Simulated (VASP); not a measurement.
Set up this calculation in VASP 6.6.1, as the native input.

```yaml
Task: single point
Functional: LDA
Potentials_or_basis: VASP PAW LDA potentials, release 64 (Hf_pv, O)
Cutoff: 520 eV
k_mesh: 9 × 9 × 9
Occupations: fermi-dirac, width 0.05 eV
Spin: no spin polarisation
Dipole_correction: no
Further_INCAR_settings: ALGO = Normal; EDIFF = 1e-07; NBANDS = 18
```

The structure of HfO2 lies in POSCAR:

```
HfO2
1.0
    0.0000000000      2.5403350533      2.5403350533
    2.5403350533      0.0000000000      2.5403350533
    2.5403350533      2.5403350533      0.0000000000
Hf O
1 2
Direct
    0.0000000000      0.0000000000      0.0000000000
    0.7500000000      0.7500000000      0.7500000000
    0.2500000000      0.2500000000      0.2500000000
```

These files were run (other wordings do the same):

INCAR

```
PREC = Accurate ; ENCUT = 520
EDIFF = 1E-7 ; ISMEAR = -1
SIGMA = 0.05 ; LREAL = False
LASPH = True ; NELM = 60
ALGO = Normal ; ISIF = 2
LWAVE = False ; LCHARG = False
GGA = CA ; NBANDS = 18
```

KPOINTS

```
Automatic mesh
0
Gamma
  9 9 9
```

Potentials or basis: VASP PAW LDA potentials, release 64 (Hf_pv, O).

Command:

```bash
$ cat potpaw_LDA.64/Hf_pv/POTCAR potpaw_LDA.64/O/POTCAR > POTCAR
$ mpirun -np 1 vasp_std > vasp.out
```

It gave:

The pressure is -15.0 GPa and the band gap on the k mesh is 3.69 eV, indirect (least direct gap 3.81 eV).

Caveat: spin-orbit coupling is left out, which moves the levels of the heavy elements.

Wall time 16 s on 1 thread of Intel(R) Xeon(R) Platinum 8259CL CPU @ 2.50GHz (Skylake/Cascade Lake) (shared host), peak memory 0.15 GiB.
